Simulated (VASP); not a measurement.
NaH:

```xyz
2
Lattice="0.0000 2.4400 2.4400 2.4400 0.0000 2.4400 2.4400 2.4400 0.0000" Properties=species:S:1:pos:R:3 pbc="T T T"
Na    0.0000    0.0000    0.0000
H     2.4400    2.4400    2.4400
```

Base run:

```yaml
Program: VASP 6.6.1
Functional: LDA
Potentials_or_basis: VASP PAW LDA potentials, release 64 (Na_pv, H)
Cutoff: 520 eV
k_mesh: 9 × 9 × 9
Occupations: fermi-dirac, width 0.03 eV
Spin: no spin polarisation
```

Its results: band gap on the k mesh 3.67 eV (least direct gap 4.41 eV); pressure -2.7 GPa.

The run is repeated on the same cell with these changes: functional from LDA to PBEsol; potentials or basis from VASP PAW LDA potentials, release 64 (Na_pv, H) to VASP PAW PBE potentials, release 64 (Na_pv, H). What comes out?

Band gap on the k mesh 3.82 eV (least direct gap 4.55 eV); pressure -1.2 GPa.

Caveats: an odd mesh through Γ misses points on the zone boundary, where band edges can lie; the PAW data sets were made with another functional, which shifts forces and pressure a little (at least some runs).
